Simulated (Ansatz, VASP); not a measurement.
H3CCl in VASP and in Ansatz

File INCAR:

```
SYSTEM = H3CCl
PREC     = Accurate       ! precision mode
ENCUT    = 520            ! plane-wave cutoff, eV
EDIFF    = 1E-6           ! SCF threshold, eV
ISMEAR   = -1             ! smearing method
SIGMA    = 0.05           ! smearing width, eV
LREAL    = Auto         
LASPH    = .True.         ! aspherical terms in the spheres
NELM     = 100            ! most SCF steps
ALGO     = Normal         ! electronic algorithm
ISIF     = 2              ! what is computed and relaxed
LWAVE    = .False.        ! write WAVECAR
LCHARG   = .False.        ! write CHGCAR
GGA      = PE             ! functional
IBRION   = 2              ! ionic algorithm
NSW      = 35             ! ionic steps
EDIFFG   = -0.3           ! ionic threshold
```

The input KPOINTS:

```
Automatic mesh
0
Gamma
  1 1 1
  0 0 0
```

POSCAR

```
H3CCl
1.0
    9.0287150000      0.0000000000      0.0000000000
    0.0000000000      9.0287150000      0.0000000000
    0.0000000000      0.0000000000      9.0287150000
C Cl H
8 8 24
Direct
    0.3527012000      0.4317695000      0.3465526000
    0.9497220000      0.6936370000      0.5797300000
    0.0535876000      0.1453078000      0.6995042000
    0.6177163000      0.5513305000      0.7573994000
    0.3228236000      0.9489947000      0.9519873000
    0.9080521000      0.2556044000      0.3222954000
    0.5627878000      0.8938123000      0.5553546000
    0.8473559000      0.8860261000      0.0349118000
    0.5032539000      0.5552958000      0.3177998000
    0.9683032000      0.6187392000      0.3986317000
    0.1818296000      0.0944071000      0.5590953000
    0.6553712000      0.5521526000      0.9506168000
    0.2800239000      0.8474207000      1.1150899000
    1.0500419000      0.3343464000      0.2109844000
    0.7114437000      0.9663739000      0.6620682000
    0.9091099000      1.0675837000     -0.0095274000
    0.2970562000      0.4128125000      0.2413431000
    0.3952576000      0.3277367000      0.3900373000
    0.2761132000      0.4811810000      0.4254042000
    1.0468010000      0.7606330000      0.6044686000
    0.8504236000      0.7618115000      0.5838323000
    0.9408736000      0.6030794000      0.6587605000
   -0.0497758000      0.0860430000      0.6813800000
    0.0996251000      0.1160266000      0.8069655000
    0.0345260000      0.2641729000      0.6938015000
    0.5238579000      0.4787697000      0.7361785000
    0.5918291000      0.6636327000      0.7221455000
    0.7150328000      0.5110993000      0.6987841000
    0.3996574000      1.0374916000      0.9800881000
    0.3732108000      0.8745750000      0.8716902000
    0.2210963000      0.9954199000      0.9070314000
    0.9051829000      0.1365848000      0.3035631000
    0.9319708000      0.2785564000      0.4381656000
    0.8024264000      0.3047692000      0.2914601000
    0.4758421000      0.9769326000      0.5478536000
    0.6034039000      0.8665541000      0.4452088000
    0.5205704000      0.7947290000      0.6094376000
    0.7373256000      0.8697177000     -0.0114796000
    0.9242217000      0.8059933000     -0.0121113000
    0.8437366000      0.8742225000      0.1547966000
```

Input for Ansatz:

```yaml
accuracy: low
crystal:
  lattice:
    - [9.028715, 0.0, 0.0]
    - [0.0, 9.028715, 0.0]
    - [0.0, 0.0, 9.028715]
  atoms:
    - { symbol: C, position: [0.3527012, 0.4317695, 0.3465526] }
    - { symbol: Cl, position: [0.5032539, 0.5552958, 0.3177998] }
    - { symbol: H, position: [0.2970562, 0.4128125, 0.2413431] }
    - { symbol: H, position: [0.3952576, 0.3277367, 0.3900373] }
    - { symbol: H, position: [0.2761132, 0.481181, 0.4254042] }
    - { symbol: C, position: [0.949722, 0.693637, 0.57973] }
    - { symbol: Cl, position: [0.9683032, 0.6187392, 0.3986317] }
    - { symbol: H, position: [1.046801, 0.760633, 0.6044686] }
    - { symbol: H, position: [0.8504236, 0.7618115, 0.5838323] }
    - { symbol: H, position: [0.9408736, 0.6030794, 0.6587605] }
    - { symbol: C, position: [0.0535876, 0.1453078, 0.6995042] }
    - { symbol: Cl, position: [0.1818296, 0.0944071, 0.5590953] }
    - { symbol: H, position: [-0.0497758, 0.086043, 0.68138] }
    - { symbol: H, position: [0.0996251, 0.1160266, 0.8069655] }
    - { symbol: H, position: [0.034526, 0.2641729, 0.6938015] }
    - { symbol: C, position: [0.6177163, 0.5513305, 0.7573994] }
    - { symbol: Cl, position: [0.6553712, 0.5521526, 0.9506168] }
    - { symbol: H, position: [0.5238579, 0.4787697, 0.7361785] }
    - { symbol: H, position: [0.5918291, 0.6636327, 0.7221455] }
    - { symbol: H, position: [0.7150328, 0.5110993, 0.6987841] }
    - { symbol: C, position: [0.3228236, 0.9489947, 0.9519873] }
    - { symbol: Cl, position: [0.2800239, 0.8474207, 1.1150899] }
    - { symbol: H, position: [0.3996574, 1.0374916, 0.9800881] }
    - { symbol: H, position: [0.3732108, 0.874575, 0.8716902] }
    - { symbol: H, position: [0.2210963, 0.9954199, 0.9070314] }
    - { symbol: C, position: [0.9080521, 0.2556044, 0.3222954] }
    - { symbol: Cl, position: [1.0500419, 0.3343464, 0.2109844] }
    - { symbol: H, position: [0.9051829, 0.1365848, 0.3035631] }
    - { symbol: H, position: [0.9319708, 0.2785564, 0.4381656] }
    - { symbol: H, position: [0.8024264, 0.3047692, 0.2914601] }
    - { symbol: C, position: [0.5627878, 0.8938123, 0.5553546] }
    - { symbol: Cl, position: [0.7114437, 0.9663739, 0.6620682] }
    - { symbol: H, position: [0.4758421, 0.9769326, 0.5478536] }
    - { symbol: H, position: [0.6034039, 0.8665541, 0.4452088] }
    - { symbol: H, position: [0.5205704, 0.794729, 0.6094376] }
    - { symbol: C, position: [0.8473559, 0.8860261, 0.0349118] }
    - { symbol: Cl, position: [0.9091099, 1.0675837, -0.0095274] }
    - { symbol: H, position: [0.7373256, 0.8697177, -0.0114796] }
    - { symbol: H, position: [0.9242217, 0.8059933, -0.0121113] }
    - { symbol: H, position: [0.8437366, 0.8742225, 0.1547966] }
basis:
  ecutwfc: 420.0
kpoints:
  mp_grid: { grid: [1, 1, 1] }
hamiltonian:
  xc: pbe
scf:
  occupations: { method: fermi_dirac, width: 0.05 }
  lower_state_search: "off"
relax:
  f_tol: 0.3
  max_steps: 15
  adjacent_minimum: "off"
output:
  write_density: true
  write_potential: true
  elf: true
  volumetric_format: npy
```

Alike in both runs: task relaxation of the atoms; functional PBE; k mesh 1 × 1 × 1; occupations fermi-dirac, width 0.05 eV; no spin polarisation.

|  | VASP | Ansatz |
| --- | --- | --- |
| version | VASP 6.6.1 | Ansatz 0.2.0 |
| potentials or method | VASP PAW PBE potentials, release 64 (C, Cl, H), cutoff 520 eV | scalar-relativistic, plane waves, PAW |
| valence electrons in the cell | 112 | 112 |

Ansatz gave:

| Property | Result |
| --- | --- |
| gap on the k mesh at the Fermi level, each at its own relaxed structure (eV) | 5.35 |

Problem. What did VASP give for the same quantities?

Solution. gap on the k mesh at the Fermi level, each at its own relaxed structure (eV): 4.95.

Ansatz's warnings: xc potential rough in thin density.
